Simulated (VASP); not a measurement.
# Si (Fd-3m) in VASP: a series of runs

Si is run at these levels: PBE; tasks: single point.

All numbers are computed with VASP 6.6.1; they aren't measurements. Logs are shortened: lines on timing, memory, paths and dates and some standing lists are left out, and cuts for length are marked.

### Step 1. The cell of the first run

It takes space group Fd-3m (No. 227, cubic). The conventional cell has a = 5.470 Å, b = 5.470 Å, c = 5.470 Å, α = 90.00°, β = 90.00°, γ = 90.00°. Within 3.1 Å of Si (site symmetry -43m) lie 4 Si at 2.37 Å.

### Step 2. Single point, PBE

The input, INCAR:

```
PREC = Accurate
ENCUT = 500
EDIFF = 1E-6
ISMEAR = 0
SIGMA = 0.02
LREAL = False
LASPH = True
NELM = 120
ALGO = Normal
ISIF = 2
LWAVE = False
LCHARG = False
GGA = PE
NBANDS = 11
GGA_COMPAT = False
```

The input, KPOINTS:

```
Automatic mesh
0
Gamma
  8 8 8
```

The input, POSCAR:

```
Si
1.0
    0.0000000000      2.7349661875      2.7349661875
    2.7349661875      0.0000000000      2.7349661875
    2.7349661875      2.7349661875      0.0000000000
Si
2
Direct
    0.0000000000      0.0000000000      0.0000000000
    0.2500000000      0.2500000000      0.2500000000
```

Potentials or basis: VASP PAW PBE potentials, release 64 (Si).

The run is started by

```sh
cat potpaw_PBE.64/Si/POTCAR > POTCAR
mpirun -np 1 vasp_std > vasp.out
```

OUTCAR:

```text
PREC = Accurate
   ENCUT = 500
   EDIFF = 1E-6
   ISMEAR = 0
   LREAL = False
   LASPH = True
   NELM = 120
   ISIF = 2
   GGA = PE

 ion  position               nearest neighbor table
   1  0.000  0.000  0.000-   2 2.37   2 2.37   2 2.37   2 2.37
   2  0.250  0.250  0.250-   1 2.37   1 2.37   1 2.37   1 2.37

  LATTYP: Found a face centered cubic cell.
 ALAT       =     5.4699323750

  Lattice vectors:

 A1 = (   0.0000000000,   2.7349661875,   2.7349661875)
 A2 = (   2.7349661875,   0.0000000000,   2.7349661875)
 A3 = (   2.7349661875,   2.7349661875,   0.0000000000)

Analysis of symmetry for initial positions (statically):
=====================================================================
 Subroutine PRICEL returns:
 Original cell was already a primitive cell.

 Routine SETGRP: Setting up the symmetry group for a
 face centered cubic supercell.

 Subroutine GETGRP returns: Found 48 space group operations
 (whereof 24 operations were pure point group operations)
 out of a pool of 48 trial point group operations.

The static configuration has the point symmetry T_d .
 The point group associated with its full space group is O_h .

Analysis of symmetry for dynamics (positions and initial velocities):
=====================================================================
 Subroutine PRICEL returns:
 Original cell was already a primitive cell.

 Routine SETGRP: Setting up the symmetry group for a
 face centered cubic supercell.

 Subroutine GETGRP returns: Found 48 space group operations
 (whereof 24 operations were pure point group operations)
 out of a pool of 48 trial point group operations.

The dynamic configuration has the point symmetry T_d .
 The point group associated with its full space group is O_h .

 Subroutine INISYM returns: Found 48 space group operations
 (whereof 24 operations are pure point group operations),
 and found     1 'primitive' translations

----------------------------------------------------------------------------------------

                                     Primitive cell

  volume of cell :      40.9153

  direct lattice vectors                    reciprocal lattice vectors
     0.000000000  2.734966187  2.734966187    -0.182817617  0.182817617  0.182817617
     2.734966187  0.000000000  2.734966187     0.182817617 -0.182817617  0.182817617
     2.734966187  2.734966187  0.000000000     0.182817617  0.182817617 -0.182817617

  length of vectors
     3.867826275  3.867826275  3.867826275     0.316649401  0.316649401  0.316649401

  position of ions in fractional coordinates (direct lattice)
     0.000000000  0.000000000  0.000000000
     0.250000000  0.250000000  0.250000000

  ion indices of the primitive-cell ions
   primitive index   ion index
                 1           1
                 2           2

----------------------------------------------------------------------------------------

 KPOINTS: Automatic mesh

Automatic generation of k-mesh.
 Grid dimensions read from file:
 generate k-points for:    8    8    8

 Generating k-lattice:

  Cartesian coordinates                     Fractional coordinates (reciprocal lattice)
    -0.022852202  0.022852202  0.022852202     0.125000000  0.000000000  0.000000000
     0.022852202 -0.022852202  0.022852202     0.000000000  0.125000000  0.000000000
     0.022852202  0.022852202 -0.022852202     0.000000000  0.000000000  0.125000000

  Length of vectors
     0.039581175  0.039581175  0.039581175

  Shift w.r.t. Gamma in fractional coordinates (k-lattice)
     0.000000000  0.000000000  0.000000000

 Subroutine IBZKPT returns following result:
 ===========================================

 Found     29 irreducible k-points:

 Following reciprocal coordinates:
            Coordinates               Weight
  0.000000  0.000000  0.000000      1.000000
  0.125000  0.000000  0.000000      8.000000
  0.250000  0.000000  0.000000      8.000000
  0.375000  0.000000  0.000000      8.000000
  0.500000  0.000000  0.000000      4.000000
  0.125000  0.125000  0.000000      6.000000
[... 16 lines left out ...]
  0.500000  0.250000  0.125000     48.000000
 -0.375000  0.250000  0.125000     24.000000
 [... further k-points ...]
   k-points           NKPTS =     29   k-points in BZ     NKDIM =     29   number of bands    NBANDS=     11
   number of dos      NEDOS =    301   number of ions     NIONS =      2
   total plane-waves  NPLWV =  21952
   dimension x,y,z NGX =    28 NGY =   28 NGZ =   28
   dimension x,y,z NGXF=    56 NGYF=   56 NGZF=   56
   ions per type =               2
   NGX,Y,Z   is equivalent  to a cutoff of  12.03, 12.03, 12.03 a.u.
   NGXF,Y,Z  is equivalent  to a cutoff of  24.07, 24.07, 24.07 a.u.
 SYSTEM =  unknown system
   PREC   = accura    normal or accurate (medium, high low for compatibility)
   ISTART =      0    job   : 0-new  1-cont  2-samecut
   ICHARG =      2    charge: 1-file 2-atom 10-const
   ISPIN  =      1    spin polarized calculation?
   LNONCOLLINEAR =      F non collinear calculations
   LSORBIT =      F    spin-orbit coupling
   LASPH  =      T    aspherical Exc in radial PAW
   ENCUT  =  500.0 eV  36.75 Ry    6.06 a.u.   7.05  7.05  7.05*2*pi/ulx,y,z
   NELM   =    120;   NELMIN=  2; NELMDL= -5     # of ELM steps
   EDIFF  = 0.1E-05   stopping-criterion for ELM
   LREAL  =      F    real-space projection
   EDIFFG = 0.1E-04   stopping-criterion for IOM
   NSW    =      0    number of steps for IOM
   IBRION =     -1    ionic relax: 0-MD 1-quasi-New 2-CG
   NFREE  =      0    steps in history (QN), initial steepest desc. (CG)
   ISIF   =      2    stress and relaxation
   ISYM   =      2    0-nonsym 1-usesym 2-fastsym
   POTIM  = 0.5000    time-step for ionic-motion
   TEBEG  =    0.0;   TEEND  =   0.0 temperature during run
   PSTRESS=    0.0 pullay stress
   NELECT =       8.0000    total number of electrons
   NUPDOWN=      -1.0000    fix difference up-down
   EMIN   =  10.00;   EMAX   =-10.00  energy-range for DOS
   EFERMI =   0.00;   METHOD = LEGACY
   ISMEAR =     0;   SIGMA  =   0.02  broadening in eV -4-tet -1-fermi 0-gaus
   EFERMI_NEDOS =   21; number of points for ismear=-14 and -15
   IALGO  =     38    algorithm
   IMIX   =      4    mixing-type and parameters
     AMIX     =   0.40;   BMIX     =  1.00
     AMIX_MAG =   1.60;   BMIX_MAG =  1.00
  volume/ion in A,a.u.               =      20.46       138.06
  Fermi-wavevector in a.u.,A,eV,Ry     =   0.950188  1.795595 12.284118  0.902857
  Thomas-Fermi vector in A             =   2.078541
   LORBIT       =      0    0 simple, 1 ext, 2 COOP (PROOUT), +10 PAW based schemes
   GGA     = PE    functional components
   LHFCALC =     F    Hartree Fock is set to
   AEXX    =    0.0000 exact exchange contribution
   IVDW    =     0    specifies the selected vdW correction
   LEPSILON=     F    determine dielectric tensor
   LRPA    =     F    only Hartree local field effects (RPA)
 non-spin polarized calculation
 Gauss-broadening in eV      SIGMA  =   0.02
  energy-cutoff  :      500.00
  volume of cell :       40.92
 maximum number of plane-waves:      1056
   NGX = 15   NGY = 15   NGZ = 15

 number of electron       8.0000000 magnetization

 Free energy of the ion-electron system (eV)
  ---------------------------------------------------
  ext. energy  EPLUGINS =         0.00000000
  ---------------------------------------------------
  free energy    TOTEN  =       -10.84606451 eV

  energy without entropy =      -10.84606451  energy(sigma->0) =      -10.84606451

 E-fermi :   5.7215     XC(G=0):  -9.3240

 val. band max:        5.6107765682   @ k =   0.0000   0.0000   0.0000
 cond. band min:       6.2618096750   @ k =   0.3750   0.3750   0.0000
 fundamental gap:      0.6510331069
 Fermi energy:         5.7215000613

 k-point     1 :       0.0000    0.0000    0.0000
  band No.  band energies     occupation
      1      -6.1997      2.00000
      2       5.6108      2.00000
      3       5.6108      2.00000
      4       5.6108      2.00000
      5       8.1669      0.00000
      6       8.1669      0.00000
      7       8.1669      0.00000
      8       8.7372      0.00000
      9      13.3190      0.00000
     10      13.3190      0.00000
     11      13.4853      0.00000

 k-point     2 :       0.1250    0.0000    0.0000
  band No.  band energies     occupation
      1      -5.9993      2.00000
      2       4.0201      2.00000
      3       5.3285      2.00000
      4       5.3285      2.00000
      5       8.0516      0.00000
      6       8.5822      0.00000
      7       8.5822      0.00000
      8      10.1379      0.00000
      9      12.8464      0.00000
     10      12.8464      0.00000
     11      14.2607      0.00000

 k-point     3 :       0.2500    0.0000    0.0000
  band No.  band energies     occupation
      1      -5.4152      2.00000
      2       1.7256      2.00000
      3       4.8661      2.00000
      4       4.8661      2.00000
      5       7.5677      0.00000
      6       9.1000      0.00000
      7       9.1000      0.00000
      8      12.3565      0.00000
      9      12.7972      0.00000
     10      12.7972      0.00000
     11      14.5380      0.00000

 k-point     4 :       0.3750    0.0000    0.0000
  band No.  band energies     occupation
      1      -4.5413      2.00000
      2      -0.2577      2.00000
      3       4.5435      2.00000
      4       4.5435      2.00000
      5       7.2031      0.00000
      6       9.0635      0.00000
      7       9.0635      0.00000
      8      13.4464      0.00000
      9      14.1483      0.00000
     10      14.1483      0.00000
     11      15.1174      0.00000
[... 239 lines left out ...]
 k-point    22 :       0.3750    0.2500    0.1250
  band No.  band energies     occupation
      1      -4.8955      2.00000
      2       1.3432      2.00000
      3       2.9603      2.00000
      4       4.2114      2.00000
      5       8.0535      0.00000
      6       9.4354      0.00000
      7       9.8138      0.00000
      8      11.0497      0.00000
      9      13.3214      0.00000
     10      15.7119      0.00000
     11      16.5716      0.00000

 k-point    23 :       0.5000    0.2500    0.1250
  band No.  band energies     occupation
      1      -4.0266      2.00000
      2      -0.1755      2.00000
      3       2.3565      2.00000
      4       3.7243      2.00000
      5       8.4745      0.00000
      6       9.1397      0.00000
      7      10.5871      0.00000
      8      11.4874      0.00000
      9      14.5389      0.00000
     10      15.2344      0.00000
     11      17.5103      0.00000

 k-point    24 :      -0.3750    0.2500    0.1250
  band No.  band energies     occupation
      1      -3.3929      2.00000
      2      -1.0943      2.00000
      3       2.2250      2.00000
      4       3.5015      2.00000
      5       8.6331      0.00000
      6       8.7573      0.00000
      7      11.4557      0.00000
      8      12.6754      0.00000
      9      12.9153      0.00000
     10      16.1164      0.00000
     11      17.1598      0.00000

 [... further k-points ...]
[... 5 lines left out ...]
  --------------------------------------------------------------------------------------
  -------------------------------------------------------------------------------------
  Total       -0.0145981     -0.0145981     -0.0145981      0.0000000      0.0000000     -0.0000000
  in kB       -0.5716389     -0.5716389     -0.5716389      0.0000000      0.0000000     -0.0000000
  external PRESSURE =      -0.5716389 kB  Pullay stress =       0.0000000 kB

 VOLUME and BASIS-vectors are now :
 -----------------------------------------------------------------------------
  energy-cutoff  :      500.00
  volume of cell :       40.92
      direct lattice vectors                 reciprocal lattice vectors
     0.000000000  2.734966187  2.734966187    -0.182817617  0.182817617  0.182817617
     2.734966187  0.000000000  2.734966187     0.182817617 -0.182817617  0.182817617
     2.734966187  2.734966187  0.000000000     0.182817617  0.182817617 -0.182817617

 POSITION                                       TOTAL-FORCE (eV/Angst)
 -----------------------------------------------------------------------------------
      0.00000      0.00000      0.00000        -0.000000     -0.000000     -0.000000
      1.36748      1.36748      1.36748         0.000000      0.000000      0.000000
 -----------------------------------------------------------------------------------
    total drift:                                0.000000      0.000000     -0.000000

  FREE ENERGIE OF THE ION-ELECTRON SYSTEM (eV)
  ---------------------------------------------------
  free  energy   TOTEN  =       -10.8460645101 eV

  energy  without entropy=      -10.8460645101  energy(sigma->0) =      -10.84606451
```

Run time: 7 s. Hardware: 1 thread of AMD EPYC 7R13 (Zen 3), shared host; peak memory 0.12 GiB.

What came out:

```
Free energy            : -10.8461 eV
Pressure               : -0.1 GPa
Band gap on the k mesh : 0.65 eV (least direct gap 2.56 eV)
```

A k mesh can miss the band edges.

### Step 3. Single point, PBE

The input, INCAR:

```
  PREC = Accurate
  ENCUT = 500
  EDIFF = 1E-6
  ISMEAR = 0
  SIGMA = 0.02
  LREAL = F
  LASPH = T
  NELM = 120
  ALGO = Normal
  ISIF = 2
  LWAVE = F
  LCHARG = T
  GGA = PE
  LELF = T
  LVHAR = T
  NBANDS = 11
  GGA_COMPAT = F
```

The input, KPOINTS:

```
regular mesh
0
Gamma
  10 10 10
```

POSCAR is that of step 2.

Potentials or basis: VASP PAW PBE potentials, release 64 (Si).

The run is started by

```sh
cat potpaw_PBE.64/Si/POTCAR > POTCAR
mpirun -np 1 vasp_std > vasp.out
```

Run time: 11 s. Hardware: 1 thread of AMD EPYC 7R13 (Zen 3), shared host; peak memory 0.12 GiB.

It converged, with:

| Property | Result |
| --- | --- |
| Free energy | -10.8492 eV |
| Pressure | -0.1 GPa |
| Band gap on the k mesh | 0.62 eV (least direct gap 2.56 eV) |

Levels at points of the mesh, in eV from the valence-band top:
```csv
k point,band 1,band 2,band 3,band 4,band 5,band 6,band 7,band 8
"(0.00, 0.00, 0.00)",-11.81,0.00,0.00,0.00,2.56,2.56,2.56,3.13
"(0.50, 0.00, 0.00)",-9.53,-6.87,-1.18,-1.18,1.46,3.35,3.35,7.70
"(0.50, 0.50, 0.00)",-7.74,-7.74,-2.79,-2.79,0.75,0.75,9.93,9.93
```

A k mesh can miss the band edges.
